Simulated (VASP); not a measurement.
A run of VASP 6.6.1 is set up as follows.

Contents of POSCAR:

```
Zr
1.0
    5.0382432030      0.0000000000      0.0000000000
   -2.5191216015      4.3632466042      0.0000000000
    0.0000000000      0.0000000000      3.1579538769
Zr
3
Direct
    0.0000000000      0.0000000000      0.0000000000
    0.3333333333      0.6666666667      0.5000000000
    0.6666666667      0.3333333333      0.5000000000
```

The input INCAR.step1:

```
PREC     = Accurate       # precision mode
ENCUT    = 520            # plane-wave cutoff, eV
ISMEAR   = 0              # smearing method
SIGMA    = 0.1            # smearing width, eV
LREAL    = F              # projectors in reciprocal space
LASPH    = T              # aspherical terms in the spheres
NELM     = 100            # most SCF steps
NBANDS   = 25             # bands
GGA      = PE             # functional
ALGO     = Normal         # electronic algorithm
EDIFF    = 1E-4           # SCF threshold, eV
LWAVE    = T              # write WAVECAR
LCHARG   = F              # write CHGCAR
```

INCAR.step2

```
PREC     = Accurate       # precision mode
ENCUT    = 520            # plane-wave cutoff, eV
EDIFF    = 1E-7           # SCF threshold, eV
ISMEAR   = 0              # smearing method
SIGMA    = 0.1            # smearing width, eV
LREAL    = F              # projectors in reciprocal space
LASPH    = T              # aspherical terms in the spheres
NELM     = 100            # most SCF steps
ALGO     = Normal         # electronic algorithm
ISIF     = 2              # what is computed and relaxed
LWAVE    = F              # write WAVECAR
LCHARG   = F              # write CHGCAR
METAGGA  = R2SCAN         # meta-GGA
LMIXTAU  = T            
NBANDS   = 25             # bands
ISTART   = 1
```

Contents of KPOINTS:

```
regular mesh
0
Gamma
  12 12 14
```

Potentials or basis: VASP PAW PBE potentials, release 64 (Zr_sv).

Run with:

```sh
$ cat potpaw_PBE.64/Zr_sv/POTCAR > POTCAR
$ cp INCAR.step1 INCAR
$ mpirun -np 1 vasp_std > vasp.out
$ cp INCAR.step2 INCAR
$ mpirun -np 1 vasp_std > vasp.out
```

Problem. Predict the pressure.

Solution. 0.0 GPa.

Problem. Estimate the band gap on the k mesh.

Solution. Zero (bands 18 and 19 overlap by 0.62 eV).

Caveat: the PAW data sets were made with another functional, which shifts forces and pressure a little.
